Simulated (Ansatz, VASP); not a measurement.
**One calculation of K, two programs**

File INCAR:

```
PREC = Accurate
ENCUT = 520
EDIFF = 1E-6
ISMEAR = 0
SIGMA = 0.15
LREAL = F
LASPH = T
NELM = 100
ALGO = Fast
ISIF = 2
LWAVE = F
LCHARG = F
GGA = PE
NBANDS = 10
```

The input KPOINTS:

```
regular mesh
0
Gamma
  12 12 12
```

The input POSCAR:

```
K
1.0
    4.8385483100      0.0000000000      0.0000000000
    0.0000000000      4.8385483100      0.0000000000
    0.0000000000      0.0000000000      3.4208536552
K
1
Direct
    0.0000000000      0.0000000000      0.0000000000
```

Input for Ansatz:

```yaml
crystal:
  lattice:
    - [4.83854831, 0.0, 0.0]
    - [0.0, 4.83854831, 0.0]
    - [0.0, 0.0, 3.4208536552]
  atoms:
    - { symbol: K, position: [0.0, 0.0, 0.0] }
basis:
  ecutwfc: 420
kpoints:
  mp_grid: { grid: [12, 12, 12] }
hamiltonian:
  xc: pbe
scf:
  occupations: { method: gaussian, width: 0.15 }
output:
  forces: true
  stress: true
  eigenvalues: true
```

Alike in both runs: task single point; functional PBE; k mesh 12 × 12 × 12; occupations gaussian, width 0.15 eV; no spin polarisation.

```csv
,VASP,Ansatz
version,VASP 6.6.1,Ansatz 0.2.0
potentials or method,"VASP PAW PBE potentials, release 64 (K_sv), cutoff 520 eV","scalar-relativistic, plane waves, PAW"
valence electrons in the cell,9,9
```

```tsv
	VASP	Ansatz	Ansatz less VASP
gap on the k mesh at the Fermi level (eV)	none	none	-
pressure (GPa)	0.5	0.5	+0.01
traceless stress, the component that is largest in VASP (GPa)	2.57	2.57	-0.005
```

A gap of «none» marks a metal or a gap that the smearing closes.
